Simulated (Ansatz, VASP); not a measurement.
# ZrS in VASP and in Ansatz

```
Zr S
1.0
     0.00000    2.62500    2.62500
     2.62500    0.00000    2.62500
     2.62500    2.62500    0.00000
Zr S
1 1
Direct
  0.00000 0.00000 0.00000
  0.50000 0.50000 0.50000
```

Alike in both runs: task single point; functional r2SCAN; k mesh 14 × 14 × 14; no spin polarisation.

```csv
,VASP,Ansatz
version,VASP 6.6.1,Ansatz 0.2.0
potentials or method,"VASP PAW PBE potentials, release 64 (Zr_sv, S), cutoff 520 eV","scalar-relativistic, plane waves, PAW"
occupations,"methfessel-paxton of order 1, width 0.5 eV","cold, width 0.5 eV"
valence electrons in the cell,18,18
```

```tsv
	VASP	Ansatz	Ansatz less VASP
gap on the k mesh at the Fermi level (eV)	none	none	-
pressure (GPa)	-2.0	-1.9	+0.13
```

VASP's potentials were made for PBE, not for r2SCAN. A gap of «none» marks a metal or a gap that the smearing closes.
